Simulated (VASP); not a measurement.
Set up this calculation in VASP 6.6.1, as the native input.

| Item | Value |
| --- | --- |
| Task | single point |
| Functional | r2SCAN |
| Potentials or basis | VASP PAW PBE potentials, release 64 (As) |
| Cutoff | 550 eV |
| k mesh | 6 × 6 × 6 |
| Occupations | gaussian, width 0.1 eV |
| Spin | no spin polarisation |
| Dipole correction | no |
| Further INCAR settings | ALGO = Normal; EDIFF = 1e-06; NBANDS = 8 |

The system is As.

```
As
1.0
     0.00000    2.12563    2.12563
     2.12563    0.00000    2.12563
     2.12563    2.12563    0.00000
As
1
Direct
  0.00000 0.00000 0.00000
```

The input as run:

POSCAR

```
As
1.0
    0.0000000000      2.1256275842      2.1256275842
    2.1256275842      0.0000000000      2.1256275842
    2.1256275842      2.1256275842      0.0000000000
As
1
Direct
    0.0000000000      0.0000000000      0.0000000000
```

INCAR.step1

```
  PREC = Accurate
  ENCUT = 550
  ISMEAR = 0
  SIGMA = 0.1
  LREAL = F
  LASPH = T
  NELM = 120
  NBANDS = 8
  GGA = PE
  ALGO = Normal
  EDIFF = 1E-5
  LWAVE = T
  LCHARG = F
  GGA_COMPAT = F
```

INCAR.step2

```
  PREC = Accurate
  ENCUT = 550
  EDIFF = 1E-6
  ISMEAR = 0
  SIGMA = 0.1
  LREAL = F
  LASPH = T
  NELM = 120
  ALGO = Normal
  ISIF = 2
  LWAVE = F
  LCHARG = F
  METAGGA = R2SCAN
  LMIXTAU = T
  NBANDS = 8
  ISTART = 1
  GGA_COMPAT = F
```

KPOINTS

```
regular mesh
0
Gamma
  6 6 6
```

Potentials or basis: VASP PAW PBE potentials, release 64 (As).

Run with:

```console
$ cat potpaw_PBE.64/As/POTCAR > POTCAR
$ cp INCAR.step1 INCAR
$ mpirun -np 1 vasp_std > vasp.out
$ cp INCAR.step2 INCAR
$ mpirun -np 1 vasp_std > vasp.out
```

It gave:

```
Pressure : -0.3 GPa
```

Caveat: the k points lie up to 0.43 Å⁻¹ apart; the PAW data sets were made with another functional, which shifts forces and pressure a little.

It took 10 s on 1 thread of Intel(R) Xeon(R) Platinum 8488C (Sapphire Rapids), on a shared host, peak memory 0.13 GiB.
